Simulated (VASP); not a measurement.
# H (I4/mmm) in VASP: further runs, part 2 of 2

VASP 6.6.1. The steps go on from the part before.

## (3) Vibrations by perturbation theory, LDA

This run uses another cell than the first one, of 5.54 Å³/atom, 1.271 times its volume.

Input file INCAR:

```
SYSTEM = H
PREC     = Accurate       ! precision mode
ENCUT    = 520            ! plane-wave cutoff, eV
EDIFF    = 1E-8           ! SCF threshold, eV
ISMEAR   = 0              ! smearing method
SIGMA    = 0.01           ! smearing width, eV
LREAL    = .FALSE.        ! projectors in reciprocal space
LASPH    = .TRUE.         ! aspherical terms in the spheres
NELM     = 60             ! most SCF steps
ALGO     = Normal         ! electronic algorithm
ISIF     = 2              ! what is computed and relaxed
LWAVE    = .FALSE.        ! write WAVECAR
LCHARG   = .FALSE.        ! write CHGCAR
GGA      = CA             ! functional
IBRION   = 8              ! ionic algorithm
NSW      = 1              ! ionic steps
LEPSILON = .TRUE.         ! dielectric tensor by DFPT
```

Input file KPOINTS:

```
regular mesh
0
G
  12 12 12
  0 0 0
```

Input file POSCAR:

```
H
1.0
   -1.2553784566      1.2553784566      1.7586088261
    1.2553784566     -1.2553784566      1.7586088261
    1.2553784566      1.2553784566     -1.7586088261
H
2
Direct
    0.8906412665      0.8906412665      0.0000000000
    0.1093587335      0.1093587335      0.0000000000
```

Potentials or basis: VASP PAW LDA potentials, release 64 (H).

Launch:

```console
> cat potpaw_LDA.64/H/POTCAR > POTCAR
> mpirun -np 1 vasp_std > vasp.out
```

OUTCAR:

```text
SYSTEM = H
   PREC = Accurate
   ENCUT = 520
   EDIFF = 1E-8
   ISMEAR = 0
   LREAL = .FALSE.
   LASPH = .TRUE.
   NELM = 60
   ISIF = 2
   GGA = CA
   IBRION = 8
   NSW = 1
   LEPSILON = .TRUE.

 ion  position               nearest neighbor table
   1  0.891  0.891  0.000-   2 0.77
   2  0.109  0.109  0.000-   1 0.77

  LATTYP: Found a body centered tetragonal cell.
 ALAT       =     2.5107569132
 C/A-ratio  =     1.4008594913

  Lattice vectors:

 A1 = (  -1.2553784566,   1.2553784566,   1.7586088261)
 A2 = (   1.2553784566,  -1.2553784566,   1.7586088261)
 A3 = (   1.2553784566,   1.2553784566,  -1.7586088261)

Analysis of symmetry for initial positions (statically):
=====================================================================
 Subroutine PRICEL returns:
 Original cell was already a primitive cell.

 Routine SETGRP: Setting up the symmetry group for a
 body centered tetragonal supercell.

 Subroutine GETGRP returns: Found 16 space group operations
 (whereof 16 operations were pure point group operations)
 out of a pool of 16 trial point group operations.

The static configuration has the point symmetry D_4h.

Analysis of symmetry for dynamics (positions and initial velocities):
=====================================================================
 Subroutine PRICEL returns:
 Original cell was already a primitive cell.

 Routine SETGRP: Setting up the symmetry group for a
 body centered tetragonal supercell.

 Subroutine GETGRP returns: Found 16 space group operations
 (whereof 16 operations were pure point group operations)
 out of a pool of 16 trial point group operations.

The dynamic configuration has the point symmetry D_4h.

 Subroutine INISYM returns: Found 16 space group operations
 (whereof 16 operations are pure point group operations),
 and found     1 'primitive' translations

----------------------------------------------------------------------------------------

                                     Primitive cell

  volume of cell :      11.0861

  direct lattice vectors                    reciprocal lattice vectors
    -1.255378457  1.255378457  1.758608826     0.000000000  0.398286268  0.284315643
     1.255378457 -1.255378457  1.758608826     0.398286268  0.000000000  0.284315643
     1.255378457  1.255378457 -1.758608826     0.398286268  0.398286268  0.000000000

  length of vectors
     2.498930800  2.498930800  2.498930800     0.489353999  0.489353999  0.563261841

  position of ions in fractional coordinates (direct lattice)
     0.890641266  0.890641266  0.000000000
     0.109358734  0.109358734  0.000000000

  ion indices of the primitive-cell ions
   primitive index   ion index
[... 390 lines left out ...]

 Free energy of the ion-electron system (eV)
  ---------------------------------------------------
  ---------------------------------------------------
  free energy    TOTEN  =        -0.01787542 eV

  energy without entropy =       -0.01787542

------------------------ aborting loop because EDIFF is reached ----------------------------------------

 INTERNAL STRAIN TENSOR  FOR ION    1  DIRECTION 3   (eV/Angst):
 -----------------------------------------------------------------------------
    -0.28937  0.00000  0.00000
     0.00000 -0.28937  0.00000
     0.00000 -0.00000 23.04389

 MACROSCOPIC STATIC DIELECTRIC TENSOR (including local field effects in DFT)
 ------------------------------------------------------
           2.288077     0.000000     0.000000
           0.000000     2.288077    -0.000000
          -0.000000     0.000000     2.984195
 ------------------------------------------------------

 PIEZOELECTRIC TENSOR (including local field effects)  for field in x, y, z        (e  Angst)
          XX          YY          ZZ          XY          YZ          ZX
  --------------------------------------------------------------------------------
  x     0.00000     0.00000     0.00000     0.00000     0.00000     0.00000
  y     0.00000     0.00000     0.00000     0.00000     0.00000     0.00000
  z     0.00000     0.00000     0.00000     0.00000     0.00000     0.00000

 PIEZOELECTRIC TENSOR (including local field effects)  for field in x, y, z        (C/m^2)
          XX          YY          ZZ          XY          YZ          ZX
  --------------------------------------------------------------------------------
  x     0.00000     0.00000     0.00000     0.00000     0.00000     0.00000
  y     0.00000     0.00000     0.00000     0.00000     0.00000     0.00000
  z     0.00000     0.00000     0.00000     0.00000     0.00000     0.00000

 BORN EFFECTIVE CHARGES (including local field effects) (in |e|, cummulative output)
 ---------------------------------------------------------------------------------
 ion    1
    1     0.00000     0.00000     0.00000
    2     0.00000     0.00000     0.00000
    3     0.00000     0.00000     0.00000
 ion    2
    1     0.00000     0.00000     0.00000
    2     0.00000     0.00000     0.00000
    3     0.00000     0.00000     0.00000

 INTERNAL STRAIN TENSOR FOR ION    2 for displacements in x,y,z  (eV/Angst):
          X           Y           Z          XY          YZ          ZX
  --------------------------------------------------------------------------------
  x     0.00000     0.00000     0.00000     0.00000     0.00000    -0.04592
  y     0.00000     0.00000     0.00000     0.00000    -0.04121     0.00000
  z     0.28937     0.28937   -23.04389     0.00000     0.00000     0.00000

 SECOND DERIVATIVES (NOT SYMMETRIZED)
 ------------------------------------
               1X          1Y          1Z          2X          2Y          2Z
  1X    -0.109041    0.000000    0.000000    0.109041    0.000000    0.000000
  1Y     0.000000   -0.109041    0.000000    0.000000    0.109041   -0.000000
  1Z     0.000000    0.000000  -30.543404    0.000000   -0.000000   30.543404
  2X     0.109041    0.000000    0.000000   -0.109041    0.000000    0.000000
  2Y     0.000000    0.109041   -0.000000    0.000000   -0.109041    0.000000
  2Z     0.000000   -0.000000   30.543404    0.000000    0.000000  -30.543404

 Eigenvectors and eigenvalues of the dynamical matrix
 ----------------------------------------------------

   1 f  =  122.186843 THz   767.722578 2PiTHz 4075.714379 cm-1   505.323952 meV
             X         Y         Z           dx          dy          dz
      0.000000  0.000000  3.132579     0.000000    0.000000   -0.707107
      0.000000  0.000000  0.384638     0.000000    0.000000    0.707107
[... 11 lines left out ...]
   4 f  =    0.000000 THz     0.000000 2PiTHz    0.000000 cm-1     0.000000 meV
             X         Y         Z           dx          dy          dz
      0.000000  0.000000  3.132579     0.000000   -0.000000    0.707107
      0.000000  0.000000  0.384638     0.000000    0.000000    0.707107

   5 f/i=    0.000000 THz     0.000000 2PiTHz    0.000002 cm-1     0.000000 meV
             X         Y         Z           dx          dy          dz
      0.000000  0.000000  3.132579     0.707015   -0.011403   -0.000000
      0.000000  0.000000  0.384638     0.707015   -0.011403    0.000000

   6 f/i=    0.000000 THz     0.000002 2PiTHz    0.000011 cm-1     0.000001 meV
             X         Y         Z           dx          dy          dz
      0.000000  0.000000  3.132579    -0.011403   -0.707015   -0.000000
      0.000000  0.000000  0.384638    -0.011403   -0.707015    0.000000

--------------------------------------------------------------------------------------------------------

 MACROSCOPIC STATIC DIELECTRIC TENSOR IONIC CONTRIBUTION
 ------------------------------------------------------
           0.000000     0.000000     0.000000
           0.000000     0.000000     0.000000
           0.000000     0.000000     0.000000
 ------------------------------------------------------

 ELASTIC MODULI CONTR FROM IONIC RELAXATION (kBar)
 Direction    XX          YY          ZZ          XY          YZ          ZX
 --------------------------------------------------------------------------------
 XX          -0.3962     -0.3962     31.5515      0.0000      0.0000      0.0000
 YY          -0.3962     -0.3962     31.5515      0.0000      0.0000      0.0000
 ZZ          31.5515     31.5515  -2512.6163      0.0000     -0.0000     -0.0000
 XY           0.0000      0.0000      0.0000      0.0000      0.0000      0.0000
 YZ           0.0000      0.0000     -0.0000      0.0000     -2.2504     -0.0000
 ZX           0.0000      0.0000     -0.0000      0.0000     -0.0000     -2.7952
 --------------------------------------------------------------------------------

 PIEZOELECTRIC TENSOR IONIC CONTR  for field in x, y, z        (C/m^2)
          XX          YY          ZZ          XY          YZ          ZX
  --------------------------------------------------------------------------------
  x     0.00000     0.00000     0.00000     0.00000     0.00000     0.00000
  y     0.00000     0.00000     0.00000     0.00000     0.00000     0.00000
  z     0.00000     0.00000     0.00000     0.00000     0.00000     0.00000
```

It took 36 s on 1 thread of Intel Xeon 6975P-C (Granite Rapids), shared host; peak memory 0.18 GiB.

Results:

| Property | Result |
| --- | --- |
| Electronic dielectric tensor (diagonal) | 2.29, 2.29, 2.98 |
| Born charges (mean of the diagonal) | H +0.00 e |
| Highest phonon frequency at Γ | 4076 cm⁻¹ |

Phonon frequencies in cm⁻¹ (negative: imaginary):
| q point | frequencies |
| --- | --- |
| (0.000, 0.000, 0.000) | 0 0 0 244 244 4076 |

Electronic dielectric tensor:
```
2.29 0.00 0.00
0.00 2.29 0.00
0.00 0.00 2.98
```

Born effective charge tensors (e):
atom 1, H
```
0.00 0.00 0.00
0.00 0.00 0.00
0.00 0.00 0.00
```
atom 2, H
```
0.00 0.00 0.00
0.00 0.00 0.00
0.00 0.00 0.00
```

Caveat: the cell wasn't relaxed at this level first, which shifts response properties.

## (4) Vibrations by perturbation theory, LDA

This run uses another cell than the first one, of 6.74 Å³/atom, 1.546 times its volume.

Input file INCAR:

```
SYSTEM = H
PREC = Accurate ; ENCUT = 520
EDIFF = 1E-8 ; ISMEAR = 0
SIGMA = 0.01 ; LREAL = .FALSE.
LASPH = .TRUE. ; NELM = 80
ALGO = Normal ; ISIF = 2
LWAVE = .FALSE. ; LCHARG = .FALSE.
GGA = CA ; NBANDS = 8
IBRION = 8 ; NSW = 1
LEPSILON = .TRUE.
```

Input file KPOINTS:

```
Automatic mesh
0
G
  12 12 12
  0 0 0
```

Input file POSCAR:

```
H
1.0
   -1.3459611717      1.3459611717      1.8610645207
    1.3459611717     -1.3459611717      1.8610645207
    1.3459611717      1.3459611717     -1.8610645207
H
2
Direct
    0.8964787831      0.8964787831      0.0000000000
    0.1035212169      0.1035212169      0.0000000000
```

Potentials or basis: VASP PAW LDA potentials, release 64 (H).

Launch:

```console
> cat potpaw_LDA.64/H/POTCAR > POTCAR
> mpirun -np 1 vasp_std > vasp.out
```

OUTCAR:

```text
SYSTEM = H
   PREC = Accurate
   ENCUT = 520
   EDIFF = 1E-8
   ISMEAR = 0
   LREAL = .FALSE.
   LASPH = .TRUE.
   NELM = 80
   ISIF = 2
   GGA = CA
   IBRION = 8
   NSW = 1
   LEPSILON = .TRUE.

 ion  position               nearest neighbor table
   1  0.896  0.896  0.000-   2 0.77
   2  0.104  0.104  0.000-   1 0.77

  LATTYP: Found a body centered tetragonal cell.
 ALAT       =     2.6919223434
 C/A-ratio  =     1.3827029782

  Lattice vectors:

 A1 = (  -1.3459611717,   1.3459611717,   1.8610645207)
 A2 = (   1.3459611717,  -1.3459611717,   1.8610645207)
 A3 = (   1.3459611717,   1.3459611717,  -1.8610645207)

Analysis of symmetry for initial positions (statically):
=====================================================================
 Subroutine PRICEL returns:
 Original cell was already a primitive cell.
[... 569 lines left out ...]
  1Y     0.000000   -0.077688    0.000000    0.000000    0.077688    0.000000
  1Z     0.000000    0.000000  -30.622961    0.000000   -0.000000   30.622961
  2X     0.077688    0.000000    0.000000   -0.077688    0.000000    0.000000
  2Y     0.000000    0.077688    0.000000    0.000000   -0.077688    0.000000
  2Z     0.000000   -0.000000   30.622961    0.000000    0.000000  -30.622961

 Eigenvectors and eigenvalues of the dynamical matrix
 ----------------------------------------------------

   1 f  =  122.345870 THz   768.721771 2PiTHz 4081.018933 cm-1   505.981633 meV
             X         Y         Z           dx          dy          dz
      0.000000  0.000000  3.336810     0.000000   -0.000000    0.707107
      0.000000  0.000000  0.385319     0.000000    0.000000   -0.707107
[... 16 lines left out ...]
   5 f  =    0.000000 THz     0.000000 2PiTHz    0.000000 cm-1     0.000000 meV
             X         Y         Z           dx          dy          dz
      0.000000  0.000000  3.336810     0.707107    0.000000    0.000000
      0.000000  0.000000  0.385319     0.707107    0.000000    0.000000

   6 f/i=    0.000000 THz     0.000003 2PiTHz    0.000014 cm-1     0.000002 meV
             X         Y         Z           dx          dy          dz
      0.000000  0.000000  3.336810     0.000000   -0.434570    0.557807
      0.000000  0.000000  0.385319     0.000000   -0.434570    0.557807

--------------------------------------------------------------------------------------------------------

 MACROSCOPIC STATIC DIELECTRIC TENSOR IONIC CONTRIBUTION
 ------------------------------------------------------
           0.000000     0.000000     0.000000
           0.000000     0.000000     0.000000
           0.000000     0.000000     0.000000
 ------------------------------------------------------

 ELASTIC MODULI CONTR FROM IONIC RELAXATION (kBar)
 Direction    XX          YY          ZZ          XY          YZ          ZX
 --------------------------------------------------------------------------------
 XX          -0.0794     -0.0794     12.9428      0.0000     -0.0000      0.0000
 YY          -0.0794     -0.0794     12.9428      0.0000     -0.0000      0.0000
 ZZ          12.9428     12.9428  -2109.7961      0.0000      0.0000      0.0000
 XY           0.0000      0.0000      0.0000      0.0000      0.0000      0.0000
 YZ          -0.0000     -0.0000      0.0000      0.0000     -4.4266      0.0000
 ZX           0.0000      0.0000      0.0000      0.0000      0.0000     -4.9840
 --------------------------------------------------------------------------------

 PIEZOELECTRIC TENSOR IONIC CONTR  for field in x, y, z        (C/m^2)
          XX          YY          ZZ          XY          YZ          ZX
  --------------------------------------------------------------------------------
  x     0.00000     0.00000     0.00000     0.00000     0.00000     0.00000
  y     0.00000     0.00000     0.00000     0.00000     0.00000     0.00000
  z     0.00000     0.00000     0.00000     0.00000     0.00000     0.00000
```

It took 56 s on 1 thread of Intel Xeon 6975P-C (Granite Rapids), shared host; peak memory 0.22 GiB.

Results:

- Electronic dielectric tensor (diagonal): 2.02, 2.02, 2.52
- Born charges (mean of the diagonal): H +0.00 e
- Highest phonon frequency at Γ: 4081 cm⁻¹

Phonon frequencies in cm⁻¹ (negative: imaginary):
```csv
q point,frequencies
"(0.000, 0.000, 0.000)",0 0 0 206 206 4081
```

Electronic dielectric tensor:
```
2.02 0.00 0.00
0.00 2.02 0.00
0.00 0.00 2.52
```

Born effective charge tensors (e):
atom 1, H
```
0.00 0.00 0.00
0.00 0.00 0.00
0.00 0.00 0.00
```
atom 2, H
```
0.00 0.00 0.00
0.00 0.00 0.00
0.00 0.00 0.00
```
